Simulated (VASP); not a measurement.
# Ca in VASP: notebook

Ca is run at these levels: PBEsol; tasks: single point.

All numbers are computed with VASP 6.6.1; they aren't measurements. Logs are shortened: lines on timing, memory, paths and dates and some standing lists are left out, and cuts for length are marked.

### 1 The cell of the first run

The structure is trigonal, space group R-3m (No. 166). The conventional cell has a = 3.932 Å, b = 3.932 Å, c = 9.776 Å, α = 90.00°, β = 90.00°, γ = 120.00°. Within 5.2 Å of Ca (site symmetry -3m) lie 12 Ca at 3.93 to 3.97 Å.

### 2 Single point, PBEsol (equal xy, yz and zx shear strains of +1 %)

INCAR reads:

```
ALGO = Normal ; EDIFF = 1E-6
ENCUT = 520 ; GGA = PS
ISIF = 2 ; ISMEAR = -1
LASPH = True ; LCHARG = False
LREAL = False ; LWAVE = False
NBANDS = 11 ; NELM = 60
PREC = Accurate ; SIGMA = 0.05
```

KPOINTS reads:

```
k-points
0
Gamma
  11 11 11
```

POSCAR reads:

```
Ca
1.0
    0.0279420000      2.8081710000      2.8081710000
    2.8081710000      0.0279420000      2.8081710000
    2.8081710000      2.8081710000      0.0279420000
Ca
1
Direct
    0.0000000000      0.0000000000      0.0000000000
```

Potentials or basis: VASP PAW PBE potentials, release 64 (Ca_sv).

Command:

```sh
$ cat potpaw_PBE.64/Ca_sv/POTCAR > POTCAR
$ mpirun -np 1 vasp_std > vasp.out
```

OUTCAR:

```text
EDIFF = 1E-6
   ENCUT = 520
   GGA = PS
   ISIF = 2
   ISMEAR = -1
   LASPH = True
   LREAL = False
   NELM = 60
   PREC = Accurate

 ion  position               nearest neighbor table
   1  0.000  0.000  0.000-

  LATTYP: Found a trigonal (rhomboedric) cell.
 ALAT       =     3.9714518108
 COS(alpha) =     0.5099250056

  Lattice vectors:

 A1 = (   0.0279420000,   2.8081710000,   2.8081710000)
 A2 = (   2.8081710000,   0.0279420000,   2.8081710000)
 A3 = (   2.8081710000,   2.8081710000,   0.0279420000)

Analysis of symmetry for initial positions (statically):
=====================================================================
 Subroutine PRICEL returns:
 Original cell was already a primitive cell.

 Routine SETGRP: Setting up the symmetry group for a
 trigonal (rhombohedral) supercell.

 Subroutine GETGRP returns: Found 12 space group operations
 (whereof 12 operations were pure point group operations)
 out of a pool of 12 trial point group operations.

The static configuration has the point symmetry D_3d.

Analysis of symmetry for dynamics (positions and initial velocities):
=====================================================================
 Subroutine PRICEL returns:
 Original cell was already a primitive cell.

 Routine SETGRP: Setting up the symmetry group for a
 trigonal (rhombohedral) supercell.

 Subroutine GETGRP returns: Found 12 space group operations
 (whereof 12 operations were pure point group operations)
 out of a pool of 12 trial point group operations.

The dynamic configuration has the point symmetry D_3d.

 Subroutine INISYM returns: Found 12 space group operations
 (whereof 12 operations are pure point group operations),
 and found     1 'primitive' translations

----------------------------------------------------------------------------------------

                                     Primitive cell

  volume of cell :      43.6285

  direct lattice vectors                    reciprocal lattice vectors
     0.027942000  2.808171000  2.808171000    -0.180731604  0.178950997  0.178950997
     2.808171000  0.027942000  2.808171000     0.178950997 -0.180731604  0.178950997
     2.808171000  2.808171000  0.027942000     0.178950997  0.178950997 -0.180731604

  length of vectors
     3.971451811  3.971451811  3.971451811     0.310983652  0.310983652  0.310983652

  position of ions in fractional coordinates (direct lattice)
     0.000000000  0.000000000  0.000000000

  ion indices of the primitive-cell ions
   primitive index   ion index
                 1           1

----------------------------------------------------------------------------------------

 KPOINTS: k-points

Automatic generation of k-mesh.
 Grid dimensions read from file:
 generate k-points for:   11   11   11

 Generating k-lattice:

  Cartesian coordinates                     Fractional coordinates (reciprocal lattice)
    -0.016430146  0.016268272  0.016268272     0.090909091 -0.000000000 -0.000000000
     0.016268272 -0.016430146  0.016268272    -0.000000000  0.090909091 -0.000000000
     0.016268272  0.016268272 -0.016430146    -0.000000000 -0.000000000  0.090909091

  Length of vectors
     0.028271241  0.028271241  0.028271241

  Shift w.r.t. Gamma in fractional coordinates (k-lattice)
     0.000000000  0.000000000  0.000000000

 Subroutine IBZKPT returns following result:
 ===========================================

 Found    146 irreducible k-points:

 Following reciprocal coordinates:
            Coordinates               Weight
  0.000000  0.000000  0.000000      1.000000
  0.090909  0.000000 -0.000000      6.000000
  0.181818 -0.000000  0.000000      6.000000
  0.272727  0.000000  0.000000      6.000000
  0.363636  0.000000  0.000000      6.000000
  0.454545  0.000000  0.000000      6.000000
[... 16 lines left out ...]
 -0.272727  0.181818 -0.000000     12.000000
 -0.181818  0.181818  0.000000      6.000000
 [... further k-points ...]
   k-points           NKPTS =    146   k-points in BZ     NKDIM =    146   number of bands    NBANDS=     11
   number of dos      NEDOS =    301   number of ions     NIONS =      1
   total plane-waves  NPLWV =  27000
   dimension x,y,z NGX =    30 NGY =   30 NGZ =   30
   dimension x,y,z NGXF=    60 NGYF=   60 NGZF=   60
   ions per type =               1
   NGX,Y,Z   is equivalent  to a cutoff of  12.56, 12.56, 12.56 a.u.
   NGXF,Y,Z  is equivalent  to a cutoff of  25.12, 25.12, 25.12 a.u.
 SYSTEM =  unknown system
   PREC   = accura    normal or accurate (medium, high low for compatibility)
   ISTART =      0    job   : 0-new  1-cont  2-samecut
   ICHARG =      2    charge: 1-file 2-atom 10-const
   ISPIN  =      1    spin polarized calculation?
   LNONCOLLINEAR =      F non collinear calculations
   LSORBIT =      F    spin-orbit coupling
   LASPH  =      T    aspherical Exc in radial PAW
   ENCUT  =  520.0 eV  38.22 Ry    6.18 a.u.   7.38  7.38  7.38*2*pi/ulx,y,z
   NELM   =     60;   NELMIN=  2; NELMDL= -5     # of ELM steps
   EDIFF  = 0.1E-05   stopping-criterion for ELM
   LREAL  =      F    real-space projection
   EDIFFG = 0.1E-04   stopping-criterion for IOM
   NSW    =      0    number of steps for IOM
   IBRION =     -1    ionic relax: 0-MD 1-quasi-New 2-CG
   NFREE  =      0    steps in history (QN), initial steepest desc. (CG)
   ISIF   =      2    stress and relaxation
   ISYM   =      2    0-nonsym 1-usesym 2-fastsym
   POTIM  = 0.5000    time-step for ionic-motion
   TEBEG  =    0.0;   TEEND  =   0.0 temperature during run
   PSTRESS=    0.0 pullay stress
   NELECT =      10.0000    total number of electrons
   NUPDOWN=      -1.0000    fix difference up-down
   EMIN   =  10.00;   EMAX   =-10.00  energy-range for DOS
   EFERMI =   0.00;   METHOD = LEGACY
   ISMEAR =    -1;   SIGMA  =   0.05  broadening in eV -4-tet -1-fermi 0-gaus
   EFERMI_NEDOS =   21; number of points for ismear=-14 and -15
   IALGO  =     38    algorithm
   IMIX   =      4    mixing-type and parameters
     AMIX     =   0.40;   BMIX     =  1.00
     AMIX_MAG =   1.60;   BMIX_MAG =  1.00
  volume/ion in A,a.u.               =      43.63       294.42
  Fermi-wavevector in a.u.,A,eV,Ry     =   1.001886  1.893289 13.657187  1.003775
  Thomas-Fermi vector in A             =   2.134337
   LORBIT       =      0    0 simple, 1 ext, 2 COOP (PROOUT), +10 PAW based schemes
   GGA     = PS    functional components
   LHFCALC =     F    Hartree Fock is set to
   AEXX    =    0.0000 exact exchange contribution
   IVDW    =     0    specifies the selected vdW correction
   LEPSILON=     F    determine dielectric tensor
   LRPA    =     F    only Hartree local field effects (RPA)
 non-spin polarized calculation
  energy-cutoff  :      520.00
  volume of cell :       43.63
 maximum number of plane-waves:      1203
 NGX is ok and might be reduce to    30
   NGX = 15   NGY = 15   NGZ = 15

 number of electron      10.0000000 magnetization

 number of electron       9.9999998 magnetization

 Free energy of the ion-electron system (eV)
  ---------------------------------------------------
  ext. energy  EPLUGINS =         0.00000000
  ---------------------------------------------------
  free energy    TOTEN  =        -2.12827916 eV

  energy without entropy =       -2.11716928  energy(sigma->0) =       -2.12272422

 E-fermi :   1.7573     XC(G=0):  -7.7054

 val. band max:        1.7537932877   @ k =  -0.3636  -0.4545   0.2727
 cond. band min:       1.7825067154   @ k =   0.4545   0.0000   0.0000
 fundamental gap:      0.0287134277
 Fermi energy:         1.7573171132

 k-point     1 :       0.0000    0.0000    0.0000
  band No.  band energies     occupation
      1     -40.1582      2.00000
      2     -21.1540      2.00000
      3     -21.1540      2.00000
      4     -21.1535      2.00000
      5      -2.2119      2.00000
      6       3.9814      0.00000
      7       4.0736      0.00000
      8       4.0736      0.00000
      9       5.0817      0.00000
     10       5.0817      0.00000
     11      10.7395      0.00000

 k-point     2 :       0.0909    0.0000   -0.0000
  band No.  band energies     occupation
      1     -40.1572      2.00000
      2     -21.1641      2.00000
      3     -21.1555      2.00000
      4     -21.1548      2.00000
      5      -2.0733      2.00000
      6       3.9122      0.00000
      7       4.0465      0.00000
      8       4.1291      0.00000
      9       5.0350      0.00000
     10       5.0369      0.00000
     11      10.8966      0.00000

 k-point     3 :       0.1818   -0.0000    0.0000
  band No.  band energies     occupation
      1     -40.1546      2.00000
      2     -21.1912      2.00000
      3     -21.1595      2.00000
      4     -21.1584      2.00000
      5      -1.6685      2.00000
      6       3.5379      0.00000
      7       4.1306      0.00000
      8       4.2287      0.00000
      9       4.9860      0.00000
     10       4.9928      0.00000
     11      10.0515      0.00000

 k-point     4 :       0.2727    0.0000    0.0000
  band No.  band energies     occupation
      1     -40.1513      2.00000
      2     -21.2265      2.00000
      3     -21.1648      2.00000
      4     -21.1631      2.00000
      5      -1.0317      2.00000
      6       3.0312      0.00000
      7       4.1018      0.00000
      8       4.2028      0.00000
      9       5.1323      0.00000
     10       5.1549      0.00000
     11       8.6429      0.00000
[... 239 lines left out ...]
 k-point    22 :      -0.3636    0.1818   -0.0000
  band No.  band energies     occupation
      1     -40.1452      2.00000
      2     -21.2621      2.00000
      3     -21.1986      2.00000
      4     -21.1737      2.00000
      5       0.7436      2.00000
      6       2.1316      0.00112
      7       3.3974      0.00000
      8       4.2313      0.00000
      9       5.3738      0.00000
     10       6.0315      0.00000
     11       6.9788      0.00000

 k-point    23 :      -0.2727    0.1818   -0.0000
  band No.  band energies     occupation
      1     -40.1472      2.00000
      2     -21.2458      2.00000
      3     -21.1940      2.00000
      4     -21.1678      2.00000
      5      -0.0809      2.00000
      6       2.7054      0.00000
      7       3.5190      0.00000
      8       4.3302      0.00000
      9       4.9524      0.00000
     10       5.8807      0.00000
     11       7.9193      0.00000

 k-point    24 :      -0.1818    0.1818    0.0000
  band No.  band energies     occupation
      1     -40.1501      2.00000
      2     -21.2250      2.00000
      3     -21.1826      2.00000
      4     -21.1622      2.00000
      5      -0.8146      2.00000
      6       3.0718      0.00000
      7       3.8286      0.00000
      8       4.5055      0.00000
      9       4.5741      0.00000
     10       5.5484      0.00000
     11       9.0356      0.00000

 [... further k-points ...]
[... 5 lines left out ...]
  --------------------------------------------------------------------------------------
  -------------------------------------------------------------------------------------
  Total       -0.3185099     -0.3185099     -0.3185099     -0.0382966     -0.0382966     -0.0382966
  in kB      -11.6967048    -11.6967048    -11.6967048     -1.4063755     -1.4063755     -1.4063755
  external PRESSURE =     -11.6967048 kB  Pullay stress =       0.0000000 kB

 VOLUME and BASIS-vectors are now :
 -----------------------------------------------------------------------------
  energy-cutoff  :      520.00
  volume of cell :       43.63
      direct lattice vectors                 reciprocal lattice vectors
     0.027942000  2.808171000  2.808171000    -0.180731604  0.178950997  0.178950997
     2.808171000  0.027942000  2.808171000     0.178950997 -0.180731604  0.178950997
     2.808171000  2.808171000  0.027942000     0.178950997  0.178950997 -0.180731604

 POSITION                                       TOTAL-FORCE (eV/Angst)
 -----------------------------------------------------------------------------------
      0.00000      0.00000      0.00000         0.000000      0.000000      0.000000
 -----------------------------------------------------------------------------------
    total drift:                               -0.000000     -0.000000      0.000000

  FREE ENERGIE OF THE ION-ELECTRON SYSTEM (eV)
  ---------------------------------------------------
  free  energy   TOTEN  =        -2.1282791592 eV

  energy  without entropy=       -2.1171692813  energy(sigma->0) =       -2.12272422
```

Run time: 42 s. Hardware: 1 thread of Intel Xeon Platinum 8259CL at 2.50GHz (Skylake/Cascade Lake), shared host; peak memory 0.21 GiB.

Results:

```yaml
Free_energy: -2.1283 eV
Pressure: -1.2 GPa
Band_gap_on_the_k_mesh: zero (band 5 reaches 1.94 eV, above the bottom of band 6 at 1.57 eV)
```

Levels at points of the mesh, in eV from the Fermi level:
| k point | band 2 | band 3 | band 4 | band 5 | band 6 | band 7 | band 8 | band 9 |
| --- | --- | --- | --- | --- | --- | --- | --- | --- |
| (0.00, 0.00, 0.00) | -22.91 | -22.91 | -22.91 | -3.97 | 2.22 | 2.32 | 2.32 | 3.32 |

Caveat: the cell differs from its parent crystal (equal xy, yz and zx shear strains of +1 %); the PAW data sets were made with another functional, which shifts forces and pressure a little.

(Part 1 of 2 ends here.)
